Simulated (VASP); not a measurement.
# ScAl3 (P3m1) in VASP: a series of runs

Runs on ScAl3. Level: PBE. Tasks: single point, relaxation of cell and atoms.

Program: VASP 6.6.1. These are calculated values, not measurements. Logs are shortened: lines on timing, memory, paths and dates and some standing lists are left out, and cuts for length are marked.

## (1) The cell of the first run

The structure is trigonal, space group P3m1 (No. 156). The conventional cell has a = 4.153 Å, b = 4.153 Å, c = 5.062 Å, α = 90.00°, β = 90.00°, γ = 120.00°. Sc (site symmetry 3m) has 3 Al at 2.22 Å within 2.9 Å. Al (site symmetry m) has 4 Al at 1.85 to 2.30 Å and 1 Sc at 2.22 Å within 2.5 Å.

## (2) Single point, PBE

Contents of INCAR:

```
  PREC = Accurate
  ENCUT = 520
  EDIFF = 1E-6
  ISMEAR = 0
  SIGMA = 0.1
  LREAL = False
  LASPH = True
  NELM = 100
  ALGO = Fast
  ISIF = 2
  LWAVE = False
  LCHARG = False
  GGA = PE
  NBANDS = 18
```

Contents of KPOINTS:

```
regular mesh
0
Gamma
  6 6 4
```

Contents of POSCAR:

```
ScAl3
1.0
    4.1533624500      0.0000000000      0.0000000000
   -2.0766812200      3.5969173900      0.0000000000
    0.0000000000      0.0000000000      5.0621087200
Sc Al
1 3
Direct
    0.3333333300      0.6666666700      0.1470804700
    0.4820595600      0.5179404400      0.7628967000
    0.4820595600      0.9641191300      0.7628967000
    0.0358808700      0.5179404400      0.7628967000
```

Potentials or basis: VASP PAW PBE potentials, release 64 (Sc_sv, Al).

Command:

```console
$ cat potpaw_PBE.64/Sc_sv/POTCAR potpaw_PBE.64/Al/POTCAR > POTCAR
$ mpirun -np 1 vasp_std > vasp.out
```

OUTCAR:

```text
PREC = Accurate
   ENCUT = 520
   EDIFF = 1E-6
   ISMEAR = 0
   LREAL = False
   LASPH = True
   NELM = 100
   ISIF = 2
   GGA = PE

 ion  position               nearest neighbor table
   1  0.333  0.667  0.147-   2 2.22   3 2.22   4 2.22   2 3.30   3 3.30   4 3.30
   2  0.482  0.518  0.763-   3 1.85   4 1.85   1 2.22   3 2.30   4 2.30   1 3.30
   3  0.482  0.964  0.763-   2 1.85   4 1.85   1 2.22   2 2.30   4 2.30   1 3.30
   4  0.036  0.518  0.763-   2 1.85   3 1.85   1 2.22   2 2.30   3 2.30   1 3.30

  LATTYP: Found a hexagonal cell.
 ALAT       =     4.1533624500
 C/A-ratio  =     1.2187977286

  Lattice vectors:

 A1 = (   4.1533624500,   0.0000000000,   0.0000000000)
 A2 = (  -2.0766812200,   3.5969173900,   0.0000000000)
 A3 = (   0.0000000000,   0.0000000000,   5.0621087200)

Analysis of symmetry for initial positions (statically):
=====================================================================
 Subroutine PRICEL returns:
 Original cell was already a primitive cell.

 Routine SETGRP: Setting up the symmetry group for a
 hexagonal supercell.

 Subroutine GETGRP returns: Found  6 space group operations
 (whereof  6 operations were pure point group operations)
 out of a pool of 24 trial point group operations.

The static configuration has the point symmetry C_3v.

Analysis of symmetry for dynamics (positions and initial velocities):
=====================================================================
 Subroutine PRICEL returns:
 Original cell was already a primitive cell.

 Routine SETGRP: Setting up the symmetry group for a
 hexagonal supercell.

 Subroutine GETGRP returns: Found  6 space group operations
 (whereof  6 operations were pure point group operations)
 out of a pool of 24 trial point group operations.

The dynamic configuration has the point symmetry C_3v.

 Subroutine INISYM returns: Found  6 space group operations
 (whereof  6 operations are pure point group operations),
 and found     1 'primitive' translations

----------------------------------------------------------------------------------------

                                     Primitive cell

  volume of cell :      75.6244

  direct lattice vectors                    reciprocal lattice vectors
     4.153362450  0.000000000  0.000000000     0.240768778  0.139007918  0.000000000
    -2.076681220  3.596917390  0.000000000     0.000000000  0.278015837  0.000000000
     0.000000000  0.000000000  5.062108720     0.000000000  0.000000000  0.197546133

  length of vectors
     4.153362450  4.153362445  5.062108720     0.278015837  0.278015837  0.197546133

  position of ions in fractional coordinates (direct lattice)
     0.333333330  0.666666670  0.147080470
     0.482059560  0.517940440  0.762896700
     0.482059560  0.964119130  0.762896700
     0.035880870  0.517940440  0.762896700

  ion indices of the primitive-cell ions
   primitive index   ion index
                 1           1
                 2           2
                 3           3
                 4           4

----------------------------------------------------------------------------------------

 KPOINTS: regular mesh

Automatic generation of k-mesh.
 Grid dimensions read from file:
 generate k-points for:    6    6    4

 Generating k-lattice:

  Cartesian coordinates                     Fractional coordinates (reciprocal lattice)
     0.040128130  0.023167986  0.000000000     0.166666667 -0.000000000  0.000000000
     0.000000000  0.046335973  0.000000000     0.000000000  0.166666667  0.000000000
     0.000000000  0.000000000  0.049386533     0.000000000  0.000000000  0.250000000

  Length of vectors
     0.046335973  0.046335973  0.049386533

  Shift w.r.t. Gamma in fractional coordinates (k-lattice)
     0.000000000  0.000000000  0.000000000

 Subroutine IBZKPT returns following result:
 ===========================================

 Found     24 irreducible k-points:

 Following reciprocal coordinates:
            Coordinates               Weight
  0.000000  0.000000  0.000000      1.000000
  0.166667 -0.000000  0.000000      6.000000
  0.333333  0.000000  0.000000      6.000000
  0.500000  0.000000  0.000000      3.000000
  0.166667  0.166667  0.000000      6.000000
  0.333333  0.166667  0.000000     12.000000
[... 16 lines left out ...]
  0.333333  0.166667  0.500000     12.000000
  0.333333  0.333333  0.500000      2.000000
   k-points           NKPTS =     24   k-points in BZ     NKDIM =     24   number of bands    NBANDS=     18
   number of dos      NEDOS =    301   number of ions     NIONS =      4
   total plane-waves  NPLWV =  40960
   dimension x,y,z NGX =    32 NGY =   32 NGZ =   40
   dimension x,y,z NGXF=    64 NGYF=   64 NGZF=   80
   ions per type =               1   3
   NGX,Y,Z   is equivalent  to a cutoff of  12.81, 12.81, 13.14 a.u.
   NGXF,Y,Z  is equivalent  to a cutoff of  25.62, 25.62, 26.27 a.u.
 SYSTEM =  unknown system
   PREC   = accura    normal or accurate (medium, high low for compatibility)
   ISTART =      0    job   : 0-new  1-cont  2-samecut
   ICHARG =      2    charge: 1-file 2-atom 10-const
   ISPIN  =      1    spin polarized calculation?
   LNONCOLLINEAR =      F non collinear calculations
   LSORBIT =      F    spin-orbit coupling
   LASPH  =      T    aspherical Exc in radial PAW
   ENCUT  =  520.0 eV  38.22 Ry    6.18 a.u.   7.72  7.72  9.41*2*pi/ulx,y,z
   NELM   =    100;   NELMIN=  2; NELMDL= -5     # of ELM steps
   EDIFF  = 0.1E-05   stopping-criterion for ELM
   LREAL  =      F    real-space projection
   EDIFFG = 0.1E-04   stopping-criterion for IOM
   NSW    =      0    number of steps for IOM
   IBRION =     -1    ionic relax: 0-MD 1-quasi-New 2-CG
   NFREE  =      0    steps in history (QN), initial steepest desc. (CG)
   ISIF   =      2    stress and relaxation
   ISYM   =      2    0-nonsym 1-usesym 2-fastsym
   POTIM  = 0.5000    time-step for ionic-motion
   TEBEG  =    0.0;   TEEND  =   0.0 temperature during run
   PSTRESS=    0.0 pullay stress
   NELECT =      20.0000    total number of electrons
   NUPDOWN=      -1.0000    fix difference up-down
   EMIN   =  10.00;   EMAX   =-10.00  energy-range for DOS
   EFERMI =   0.00;   METHOD = LEGACY
   ISMEAR =     0;   SIGMA  =   0.10  broadening in eV -4-tet -1-fermi 0-gaus
   EFERMI_NEDOS =   21; number of points for ismear=-14 and -15
   IALGO  =     68    algorithm
   IMIX   =      4    mixing-type and parameters
     AMIX     =   0.40;   BMIX     =  1.00
     AMIX_MAG =   1.60;   BMIX_MAG =  1.00
  volume/ion in A,a.u.               =      18.91       127.58
  Fermi-wavevector in a.u.,A,eV,Ry     =   1.050826  1.985774 15.024040  1.104236
  Thomas-Fermi vector in A             =   2.185845
   LORBIT       =      0    0 simple, 1 ext, 2 COOP (PROOUT), +10 PAW based schemes
   GGA     = PE    functional components
   LHFCALC =     F    Hartree Fock is set to
   AEXX    =    0.0000 exact exchange contribution
   IVDW    =     0    specifies the selected vdW correction
   LEPSILON=     F    determine dielectric tensor
   LRPA    =     F    only Hartree local field effects (RPA)
 non-spin polarized calculation
 RMM-DIIS sequential band-by-band and
 Gauss-broadening in eV      SIGMA  =   0.10
  energy-cutoff  :      520.00
  volume of cell :       75.62
 maximum number of plane-waves:      2059
 NGX is ok and might be reduce to    32
   NGX = 15   NGY = 15   NGZ = 19

 number of electron      19.9999999 magnetization

 Free energy of the ion-electron system (eV)
  ---------------------------------------------------
  ext. energy  EPLUGINS =         0.00000000
  ---------------------------------------------------
  free energy    TOTEN  =        -2.32776427 eV

  energy without entropy =       -2.32082580  energy(sigma->0) =       -2.32429503

 E-fermi :   5.8072     XC(G=0):  -9.4472

 val. band max:        5.7009417320   @ k =   0.1667   0.1667   0.2500
 cond. band min:       5.8105013446   @ k =   0.0000   0.0000   0.0000
 fundamental gap:      0.1095596126
 Fermi energy:         5.8072003596

 k-point     1 :       0.0000    0.0000    0.0000
  band No.  band energies     occupation
      1     -43.4207      2.00000
      2     -22.2200      2.00000
      3     -22.2200      2.00000
      4     -22.2017      2.00000
      5      -4.7592      2.00000
      6       1.8840      2.00000
[... 10 lines left out ...]
     17       8.9991      0.00000
     18       9.0228      0.00000

 k-point     2 :       0.1667   -0.0000    0.0000
  band No.  band energies     occupation
      1     -43.4203      2.00000
      2     -22.2267      2.00000
      3     -22.2217      2.00000
      4     -22.2005      2.00000
      5      -4.4758      2.00000
      6       1.3325      2.00000
[... 10 lines left out ...]
     17       9.7832      0.00000
     18      10.6722      0.00000

 k-point     3 :       0.3333    0.0000    0.0000
  band No.  band energies     occupation
      1     -43.4195      2.00000
      2     -22.2399      2.00000
      3     -22.2251      2.00000
      4     -22.1983      2.00000
      5      -3.6778      2.00000
      6      -0.1666      2.00000
[... 10 lines left out ...]
     17      10.3991      0.00000
     18      11.2088      0.00000

 k-point     4 :       0.5000    0.0000    0.0000
  band No.  band energies     occupation
      1     -43.4191      2.00000
      2     -22.2464      2.00000
      3     -22.2267      2.00000
      4     -22.1972      2.00000
      5      -2.8927      2.00000
      6      -1.2978      2.00000
[... 375 lines left out ...]
      4     -22.2041      2.00000
      5      -3.6055      2.00000
      6       0.6140      2.00000
[... 10 lines left out ...]
     17      10.2661      0.00000
     18      11.4126      0.00000

 k-point    23 :       0.3333    0.1667    0.5000
  band No.  band energies     occupation
      1     -43.4190      2.00000
      2     -22.2427      2.00000
      3     -22.2297      2.00000
      4     -22.2022      2.00000
      5      -2.6471      2.00000
      6      -0.7443      2.00000
[... 10 lines left out ...]
     17      10.4313      0.00000
     18      12.7880      0.00000

 k-point    24 :       0.3333    0.3333    0.5000
  band No.  band energies     occupation
      1     -43.4188      2.00000
      2     -22.2387      2.00000
      3     -22.2377      2.00000
      4     -22.2015      2.00000
      5      -2.0180      2.00000
      6      -1.0973      2.00000
[... 10 lines left out ...]
     17       9.5817      0.00000
     18      13.6356      0.00000

------------------------ aborting loop because EDIFF is reached ----------------------------------------

  FORCE on cell =-STRESS in cart. coord.  units (eV):
  Direction    XX          YY          ZZ          XY          YZ          ZX
  --------------------------------------------------------------------------------------
  -------------------------------------------------------------------------------------
  Total       42.2342686     42.2342685     22.2037233      0.0000001      0.0000000      0.0000000
  in kB      894.7749057    894.7749043    470.4079204      0.0000012      0.0000000      0.0000000
  external PRESSURE =     753.3192435 kB  Pullay stress =       0.0000000 kB

 VOLUME and BASIS-vectors are now :
 -----------------------------------------------------------------------------
  energy-cutoff  :      520.00
  volume of cell :       75.62
      direct lattice vectors                 reciprocal lattice vectors
     4.153362450  0.000000000  0.000000000     0.240768778  0.139007918  0.000000000
    -2.076681220  3.596917390  0.000000000     0.000000000  0.278015837  0.000000000
     0.000000000  0.000000000  5.062108720     0.000000000  0.000000000  0.197546133

 POSITION                                       TOTAL-FORCE (eV/Angst)
 -----------------------------------------------------------------------------------
     -0.00000      2.39794      0.74454        -0.000000     -0.000000     13.267479
      0.92657      1.86299      3.86187        15.559042     -8.983017     -4.422493
     -0.00000      3.46786      3.86187         0.000000     17.966034     -4.422493
     -0.92657      1.86299      3.86187       -15.559042     -8.983017     -4.422493
 -----------------------------------------------------------------------------------
    total drift:                                0.000024     -0.000014     -0.000640

  FREE ENERGIE OF THE ION-ELECTRON SYSTEM (eV)
  ---------------------------------------------------
  free  energy   TOTEN  =        -2.3277642730 eV

  energy  without entropy=       -2.3208257953  energy(sigma->0) =       -2.32429503
```

It took 31 s on 1 thread of AMD EPYC 9R45 (Zen 5), shared host; peak memory 0.17 GiB.

Results:

| Item | Value |
| --- | --- |
| Free energy | -2.3278 eV |
| Pressure | 75.3 GPa |
| Largest force | 18.502 eV/Å |
| Band gap on the k mesh | zero (filled and empty bands touch) |

Forces in eV/Å, atoms in the order of the input:
```
Sc    0.000   0.000  13.267
Al   15.559  -8.983  -4.422
Al    0.000  17.966  -4.422
Al  -15.559  -8.983  -4.422
```

Stress tensor (GPa, compression positive):
```
89.48  0.00  0.00
 0.00 89.48  0.00
 0.00  0.00 47.04
```

Caveat: forces of over 1 eV/Å act on the atoms, so gaps and moduli don't describe the material at rest.

## (3) Relaxation of cell and atoms, PBE

Contents of INCAR:

```
PREC = Accurate
ENCUT = 600
EDIFF = 1E-6
ISMEAR = 0
SIGMA = 0.1
LREAL = F
LASPH = T
NELM = 100
ALGO = Normal
ISIF = 3
LWAVE = F
LCHARG = F
GGA = PE
IBRION = 2
NSW = 90
EDIFFG = -0.04
```

Contents of KPOINTS:

```
Automatic mesh
0
Gamma
  6 6 4
```

POSCAR is that of step 2.

Potentials or basis: VASP PAW PBE potentials, release 64 (Sc_sv, Al).

Command:

```console
$ cat potpaw_PBE.64/Sc_sv/POTCAR potpaw_PBE.64/Al/POTCAR > POTCAR
$ mpirun -np 1 vasp_std > vasp.out
```

It took 5.8 min on 1 thread of AMD EPYC 9R45 (Zen 5), shared host; peak memory 0.21 GiB.

Results (log left out):

| Quantity | Value |
| --- | --- |
| Free energy | -14.8972 eV |
| Relaxed volume | 30.26 Å³/atom |
| Relaxed cell | a = 5.240 Å, b = 5.240 Å, c = 5.091 Å, α = 90.00°, β = 90.00°, γ = 120.00° |
| Space group after relaxing (to 0.05 Å) | P-6m2 (No. 187) |
| Energy gained by relaxing | 3142.2 meV/atom |
| Ionic steps | 17 |
| Pressure after relaxing | 0.0 GPa |
| Largest force after relaxing | 0.029 eV/Å |
| Band gap on the k mesh | zero (band 10 reaches 2.76 eV, above the bottom of band 11 at 2.07 eV) |

Forces on the atoms (eV/Å):
```
Sc   0.000  0.000  0.025
Al  -0.024  0.014 -0.008
Al   0.000 -0.028 -0.008
Al   0.024  0.014 -0.008
```

Stress tensor (GPa, compression positive):
```
 0.07  0.00  0.00
 0.00  0.07  0.00
 0.00  0.00 -0.06
```

Step by step:
```csv
step,energy change (eV),largest force (eV/Å),pressure (GPa),volume (Å³)
1,0.0000,18.5021,75.32,75.62
2,64.8780,103.9148,51.02,218.41
3,1.2473,30.0532,41.47,101.93
4,-0.9419,25.9515,42.25,94.76
5,-2.9093,20.0667,47.85,84.85
6,-9.4627,0.3594,-5.63,215.32
7,-11.2766,3.0220,-2.56,144.66
8,-11.2784,3.1496,-2.30,143.27
9,-12.0670,2.3802,-0.78,127.33
10,-12.3420,1.0121,3.78,111.77
11,-12.3540,1.3172,2.66,114.47
12,-12.5163,0.5504,0.49,119.87
13,-12.5438,0.4164,-0.63,123.65
14,-12.5548,0.3487,-0.32,122.50
15,-12.5628,0.2181,0.24,120.61
16,-12.5674,0.1119,0.12,120.83
17,-12.5686,0.0294,0.03,121.03
```

Final structure:
```cif
data_structure
_symmetry_space_group_name_H-M 'P 1'
_symmetry_Int_Tables_number 1
_cell_length_a 5.2395
_cell_length_b 5.2395
_cell_length_c 5.0907
_cell_angle_alpha 90.000
_cell_angle_beta 90.000
_cell_angle_gamma 120.000
_cell_volume 121.03
loop_
_atom_site_label
_atom_site_type_symbol
_atom_site_fract_x
_atom_site_fract_y
_atom_site_fract_z
_atom_site_occupancy
Sc1 Sc 0.33333 0.66667 0.23321 1
Al1 Al 0.50006 0.49994 0.73419 1
Al2 Al 0.50006 0.00013 0.73419 1
Al3 Al 0.99987 0.49994 0.73419 1
```

Levels at points of the mesh, in eV from the Fermi level:
```csv
k point,band 8,band 9,band 10,band 11,band 12,band 13
"(0.00, 0.00, 0.00)",-1.21,-1.21,-0.55,-0.55,0.01,0.25
"(0.50, 0.00, 0.00)",-2.05,-0.83,-0.20,0.09,0.88,1.02
"(0.00, 0.00, 0.50)",-1.69,-1.69,-0.10,-0.10,0.38,0.62
"(0.50, 0.00, 0.50)",-2.44,-1.75,-1.18,0.52,1.01,1.20
```

Caveat: the volume moved by over 15 % at a fixed basis, so the end points are rough.
